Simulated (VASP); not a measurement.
A run of VASP 6.6.1 is set up as follows.

INCAR

```
SYSTEM = Li4Nb4O11
PREC = Accurate
ENCUT = 520
EDIFF = 1E-6
ISMEAR = 0
SIGMA = 0.05
LREAL = Auto
LASPH = .TRUE.
NELM = 80
ALGO = Normal
ISIF = 2
LWAVE = .FALSE.
LCHARG = .FALSE.
GGA = PE
NELECT = 128.0
NBANDS = 80
```

KPOINTS

```
regular mesh
0
G
  4 4 4
  0 0 0
```

Contents of POSCAR:

```
Li4Nb4O11
1.0
    5.2231019317      0.0000000000      0.0000000000
    0.0000000000      3.0155593063     -4.5984613597
    0.0000000000      6.0311186126      4.5984613597
Li Nb O
4 4 11
Direct
    0.0000000000      0.5000000000      0.2500000000
    0.5000000000      0.0000000000      0.7500000000
    0.0000000000      0.5000000000      0.7500000000
    0.5000000000      0.0000000000      0.2500000000
    0.5000000000      0.5000000000      0.5000000000
    0.0000000000      0.0000000000      0.0000000000
    0.0000000000      0.0000000000      0.5000000000
    0.5000000000      0.5000000000      0.0000000000
    0.8803293659      0.0000000000      0.2500000000
    0.3803293659      0.5000000000      0.7500000000
    0.8098353170      0.6901646830      0.9401646830
    0.8098353170      0.3098353170      0.5598353170
    0.3098353170      0.8098353170      0.0598353170
    0.1196706341      0.0000000000      0.7500000000
    0.6196706341      0.5000000000      0.2500000000
    0.6901646830      0.8098353170      0.5598353170
    0.1901646830      0.3098353170      0.0598353170
    0.3956444584      0.9744465283      0.4401646830
    0.6901646830      0.1901646830      0.9401646830
```

Potentials or basis: VASP PAW PBE potentials, release 64 (Li_sv, Nb_sv, O).

Run with:

```bash
$ cat potpaw_PBE.64/Li_sv/POTCAR potpaw_PBE.64/Nb_sv/POTCAR potpaw_PBE.64/O/POTCAR > POTCAR
$ mpirun -np 1 vasp_std > vasp.out
```

Task: Predict the largest force.

Result: 7.255 eV/Å.

Forces on the atoms (eV/Å):
```
Li  -0.563 -1.141 -0.611
Li  -0.114  0.286  0.176
Li  -0.260  0.697  0.527
Li   1.323 -2.958 -2.400
Nb   5.045  1.809 -0.308
Nb  -0.029 -0.388 -0.055
Nb   0.446  1.014 -0.785
Nb   0.232  0.101 -0.124
O    0.811  1.494  1.500
O   -0.341 -2.811 -1.937
O   -0.240  0.032  0.101
O   -0.077 -0.434 -0.654
O   -0.068 -0.333  0.278
O   -0.482 -1.346 -0.834
O   -1.064  1.936  1.892
O    1.904 -1.539  2.652
O    0.090  0.402  0.076
O   -6.576  2.971  0.753
O   -0.035  0.209 -0.249
```

Caveat: the cell carries a net charge on a neutralising background, which shifts energy and pressure; the cell differs from its parent crystal (atom 18 moved 0.625 of the way to it and +0.700 Å across, host rigid).
